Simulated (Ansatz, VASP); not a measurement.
CdF2 in VASP and in Ansatz

```
CELL_PARAMETERS angstrom
0.00000 2.63900 2.63900
2.63900 0.00000 2.63900
2.63900 2.63900 0.00000
ATOMIC_POSITIONS crystal
Cd 0.00000 0.00000 0.00000
F 0.25000 0.25000 0.25000
F 0.75000 0.75000 0.75000
```

Change from the starting cell: volume scaled by 0.94.

Alike in both runs: task single point; functional LDA; k mesh 8 × 8 × 8; occupations fermi-dirac, width 0.02 eV; no spin polarisation.

|  | VASP | Ansatz |
| --- | --- | --- |
| version | VASP 6.6.1 | Ansatz 0.2.0 |
| potentials or method | VASP PAW LDA potentials, release 64 (Cd, F), cutoff 520 eV | all-electron LAPW, scalar-relativistic |

```csv
,VASP,Ansatz,Ansatz less VASP
gap on the k mesh at the Fermi level (eV),3.01,3.02,+0.002
pressure (GPa),2.7,1.5,-1.23
```

LDA's correlation is that of Perdew and Zunger in VASP and of Perdew and Wang (1992) in Ansatz. Ansatz ran all-electron here, and VASP with PAW potentials.
